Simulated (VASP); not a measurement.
# SnTe (Fm-3m) in VASP: single point with PBEsol

Aim: the single point of SnTe with PBEsol.

Everything below comes from runs of VASP 6.6.1. Logs are shortened: lines on timing, memory, paths and dates and some standing lists are left out, and cuts for length are marked.

## Step 1: The cell of the first run

The structure is cubic, space group Fm-3m (No. 225). The conventional cell has a = 6.302 Å, b = 6.302 Å, c = 6.302 Å, α = 90.00°, β = 90.00°, γ = 90.00°. Within 4.1 Å of Sn (site symmetry m-3m) lie 6 Te at 3.15 Å. Te (site symmetry m-3m) has 6 Sn at 3.15 Å within 4.1 Å.

## Step 2: Single point, PBEsol

File INCAR:

```
PREC = Accurate
ENCUT = 520
EDIFF = 1E-6
ISMEAR = 0
SIGMA = 0.01
LREAL = False
LASPH = True
NELM = 80
ALGO = Normal
ISIF = 2
LWAVE = False
LCHARG = False
GGA = PS
NBANDS = 17
```

File KPOINTS:

```
Automatic mesh
0
Gamma
  5 5 5
```

File POSCAR:

```
SnTe
1.0
    0.0000000000      3.1508500000      3.1508500000
    3.1508500000      0.0000000000      3.1508500000
    3.1508500000      3.1508500000      0.0000000000
Sn Te
1 1
Direct
    0.0000000000      0.0000000000      0.0000000000
    0.5000000000      0.5000000000      0.5000000000
```

Potentials or basis: VASP PAW PBE potentials, release 64 (Sn_d, Te).

Launch:

```bash
cat potpaw_PBE.64/Sn_d/POTCAR potpaw_PBE.64/Te/POTCAR > POTCAR
mpirun -np 1 vasp_std > vasp.out
```

OUTCAR:

```text
PREC = Accurate
   ENCUT = 520
   EDIFF = 1E-6
   ISMEAR = 0
   LREAL = False
   LASPH = True
   NELM = 80
   ISIF = 2
   GGA = PS

 ion  position               nearest neighbor table
   1  0.000  0.000  0.000-   2 3.15   2 3.15   2 3.15   2 3.15   2 3.15   2 3.15
   2  0.500  0.500  0.500-   1 3.15   1 3.15   1 3.15   1 3.15   1 3.15   1 3.15

  LATTYP: Found a face centered cubic cell.
 ALAT       =     6.3017000000

  Lattice vectors:

 A1 = (   0.0000000000,   3.1508500000,   3.1508500000)
 A2 = (   3.1508500000,   0.0000000000,   3.1508500000)
 A3 = (   3.1508500000,   3.1508500000,   0.0000000000)

Analysis of symmetry for initial positions (statically):
=====================================================================
 Subroutine PRICEL returns:
 Original cell was already a primitive cell.

 Routine SETGRP: Setting up the symmetry group for a
 face centered cubic supercell.

 Subroutine GETGRP returns: Found 48 space group operations
 (whereof 48 operations were pure point group operations)
 out of a pool of 48 trial point group operations.

The static configuration has the point symmetry O_h .

Analysis of symmetry for dynamics (positions and initial velocities):
=====================================================================
 Subroutine PRICEL returns:
 Original cell was already a primitive cell.

 Routine SETGRP: Setting up the symmetry group for a
 face centered cubic supercell.

 Subroutine GETGRP returns: Found 48 space group operations
 (whereof 48 operations were pure point group operations)
 out of a pool of 48 trial point group operations.

The dynamic configuration has the point symmetry O_h .

 Subroutine INISYM returns: Found 48 space group operations
 (whereof 48 operations are pure point group operations),
 and found     1 'primitive' translations

----------------------------------------------------------------------------------------

                                     Primitive cell

  volume of cell :      62.5624

  direct lattice vectors                    reciprocal lattice vectors
     0.000000000  3.150850000  3.150850000    -0.158687338  0.158687338  0.158687338
     3.150850000  0.000000000  3.150850000     0.158687338 -0.158687338  0.158687338
     3.150850000  3.150850000  0.000000000     0.158687338  0.158687338 -0.158687338

  length of vectors
     4.455974803  4.455974803  4.455974803     0.274854533  0.274854533  0.274854533

  position of ions in fractional coordinates (direct lattice)
     0.000000000  0.000000000  0.000000000
     0.500000000  0.500000000  0.500000000

[... 62 lines left out ...]
   LREAL  =      F    real-space projection
   EDIFFG = 0.1E-04   stopping-criterion for IOM
   NSW    =      0    number of steps for IOM
   IBRION =     -1    ionic relax: 0-MD 1-quasi-New 2-CG
   NFREE  =      0    steps in history (QN), initial steepest desc. (CG)
   ISIF   =      2    stress and relaxation
   ISYM   =      2    0-nonsym 1-usesym 2-fastsym
   POTIM  = 0.5000    time-step for ionic-motion
   TEBEG  =    0.0;   TEEND  =   0.0 temperature during run
   PSTRESS=    0.0 pullay stress
   NELECT =      20.0000    total number of electrons
   NUPDOWN=      -1.0000    fix difference up-down
   EMIN   =  10.00;   EMAX   =-10.00  energy-range for DOS
   EFERMI =   0.00;   METHOD = LEGACY
   ISMEAR =     0;   SIGMA  =   0.01  broadening in eV -4-tet -1-fermi 0-gaus
   EFERMI_NEDOS =   21; number of points for ismear=-14 and -15
   IALGO  =     38    algorithm
   IMIX   =      4    mixing-type and parameters
     AMIX     =   0.40;   BMIX     =  1.00
     AMIX_MAG =   1.60;   BMIX_MAG =  1.00
  volume/ion in A,a.u.               =      31.28       211.10
  Fermi-wavevector in a.u.,A,eV,Ry     =   1.119387  2.115336 17.048485  1.253028
  Thomas-Fermi vector in A             =   2.256026
   LORBIT       =      0    0 simple, 1 ext, 2 COOP (PROOUT), +10 PAW based schemes
   GGA     = PS    functional components
   LHFCALC =     F    Hartree Fock is set to
   AEXX    =    0.0000 exact exchange contribution
   IVDW    =     0    specifies the selected vdW correction
   LEPSILON=     F    determine dielectric tensor
   LRPA    =     F    only Hartree local field effects (RPA)
 non-spin polarized calculation
 Gauss-broadening in eV      SIGMA  =   0.01
  energy-cutoff  :      520.00
  volume of cell :       62.56
 maximum number of plane-waves:      1694
 NGX is ok and might be reduce to    36
   NGX = 17   NGY = 17   NGZ = 17

 number of electron      19.9999998 magnetization

 Free energy of the ion-electron system (eV)
  ---------------------------------------------------
  ext. energy  EPLUGINS =         0.00000000
  ---------------------------------------------------
  free energy    TOTEN  =        -8.34595640 eV

  energy without entropy =       -8.34595640  energy(sigma->0) =       -8.34595640

 E-fermi :   6.5166     XC(G=0):  -9.6583

 val. band max:        6.4516309683   @ k =  -0.2000   0.2000   0.0000
 cond. band min:       7.3390737776   @ k =   0.4000   0.0000   0.0000
 fundamental gap:      0.8874428094
 Fermi energy:         6.5165947490

 k-point     1 :       0.0000    0.0000    0.0000
  band No.  band energies     occupation
      1     -14.9921      2.00000
      2     -14.9921      2.00000
      3     -14.9845      2.00000
      4     -14.9845      2.00000
      5     -14.9845      2.00000
      6      -6.0239      2.00000
[... 177 lines left out ...]
      4     -14.9787      2.00000
      5     -14.9746      2.00000
      6      -4.4844      2.00000
[... 9 lines left out ...]
     16      16.3861      0.00000
     17      16.4461      0.00000

------------------------ aborting loop because EDIFF is reached ----------------------------------------

  FORCE on cell =-STRESS in cart. coord.  units (eV):
  Direction    XX          YY          ZZ          XY          YZ          ZX
  --------------------------------------------------------------------------------------
  -------------------------------------------------------------------------------------
  Total       -0.1601625     -0.1601625     -0.1601625     -0.0000000     -0.0000000     -0.0000000
  in kB       -4.1016462     -4.1016462     -4.1016462     -0.0000000     -0.0000000     -0.0000000
  external PRESSURE =      -4.1016462 kB  Pullay stress =       0.0000000 kB

 VOLUME and BASIS-vectors are now :
 -----------------------------------------------------------------------------
  energy-cutoff  :      520.00
  volume of cell :       62.56
      direct lattice vectors                 reciprocal lattice vectors
     0.000000000  3.150850000  3.150850000    -0.158687338  0.158687338  0.158687338
     3.150850000  0.000000000  3.150850000     0.158687338 -0.158687338  0.158687338
     3.150850000  3.150850000  0.000000000     0.158687338  0.158687338 -0.158687338

 POSITION                                       TOTAL-FORCE (eV/Angst)
 -----------------------------------------------------------------------------------
      0.00000      0.00000      0.00000         0.000000     -0.000000      0.000000
      3.15085      3.15085      3.15085        -0.000000      0.000000     -0.000000
 -----------------------------------------------------------------------------------
    total drift:                               -0.000000      0.000000      0.000000

  FREE ENERGIE OF THE ION-ELECTRON SYSTEM (eV)
  ---------------------------------------------------
  free  energy   TOTEN  =        -8.3459563979 eV

  energy  without entropy=       -8.3459563979  energy(sigma->0) =       -8.34595640
```

OSZICAR:

```text
N       E                     dE             d eps       ncg     rms          rms(c)
DAV:   1     0.123763757932E+03    0.12376E+03   -0.95639E+03   340   0.132E+03
DAV:   2     0.246674642477E+01   -0.12130E+03   -0.11825E+03   356   0.323E+02
DAV:   3    -0.809971613082E+01   -0.10566E+02   -0.10508E+02   435   0.864E+01
DAV:   4    -0.839013073113E+01   -0.29041E+00   -0.29023E+00   370   0.153E+01
DAV:   5    -0.840227485075E+01   -0.12144E-01   -0.12144E-01   486   0.306E+00    0.513E+00
DAV:   6    -0.834866401267E+01    0.53611E-01   -0.11636E-01   460   0.265E+00    0.324E+00
DAV:   7    -0.834666742244E+01    0.19966E-02   -0.46081E-02   422   0.131E+00    0.713E-01
DAV:   8    -0.834591162984E+01    0.75579E-03   -0.72876E-03   436   0.711E-01    0.163E-01
DAV:   9    -0.834598179984E+01   -0.70170E-04   -0.59256E-04   436   0.212E-01    0.411E-02
DAV:  10    -0.834595721957E+01    0.24580E-04   -0.85187E-05   454   0.834E-02    0.208E-02
DAV:  11    -0.834595661724E+01    0.60233E-06   -0.29361E-05   436   0.447E-02    0.227E-02
DAV:  12    -0.834595639789E+01    0.21935E-06   -0.23993E-06   335   0.140E-02
   1 F= -.83459564E+01 E0= -.83459564E+01  d E =-.254213E-21
```

stdout:

```text
POSCAR found type information on POSCAR SnTe
 POSCAR found :  2 types and       2 ions
 scaLAPACK will be used
 -----------------------------------------------------------------------------
|                                                                             |
|                                                                             |
|     You enforced a specific xc type in the INCAR file but a different       |
|     I HOPE YOU KNOW WHAT YOU ARE DOING!                                     |
|                                                                             |
 -----------------------------------------------------------------------------

 LDA part: xc-table for (Slater+PW92), standard interpolation
 POSCAR, INCAR and KPOINTS ok, starting setup
 FFT: planning ... GRIDC
 FFT: planning ... GRID_SOFT
 FFT: planning ... GRID
 WAVECAR not read
 entering main loop
```

Run time: 8.1 s. Hardware: 1 thread of Intel Xeon Platinum 8488C (Sapphire Rapids), shared host; peak memory 0.2 GiB.

What came out:

```yaml
Free_energy: -8.3460 eV
Pressure: -0.4 GPa
```

Caveat: this odd mesh misses L, where the gap lies, so gap, dielectric constants and Born charges aren't listed; the PAW data sets were made with another functional, which shifts forces and pressure a little; spin-orbit coupling is left out, which moves the levels of the heavy elements.
